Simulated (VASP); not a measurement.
A run of VASP 6.6.1 is set up as follows.

INCAR

```
PREC = Accurate ; ENCUT = 520
EDIFF = 1E-6 ; ISMEAR = -1
SIGMA = 0.03 ; LREAL = False
LASPH = True ; NELM = 100
ALGO = Normal ; ISIF = 2
LWAVE = False ; LCHARG = False
GGA = PE ; NBANDS = 9
```

File KPOINTS:

```
Automatic mesh
0
Gamma
  6 6 3
```

Contents of POSCAR:

```
Mg
1.0
    3.2093000000      0.0000000000      0.0000000000
   -1.6046500000      2.7793353284      0.0000000000
    0.0000000000      0.0000000000      5.2103000000
Mg
2
Direct
    0.6666666667      0.3333333333      0.7500000000
    0.3333333333      0.6666666667      0.2500000000
```

Potentials or basis: VASP PAW PBE potentials, release 64 (Mg).

Command:

```sh
$ cat potpaw_PBE.64/Mg/POTCAR > POTCAR
$ mpirun -np 1 vasp_std > vasp.out
```

(1) What does it give for the band gap on the k mesh?

(2) What does it give for the pressure?

Answers

(1) zero (band 2 reaches 2.90 eV, above the bottom of band 3 at 1.33 eV).

(2) -0.5 GPa.

Caveat: the k points lie up to 0.40 Å⁻¹ apart.
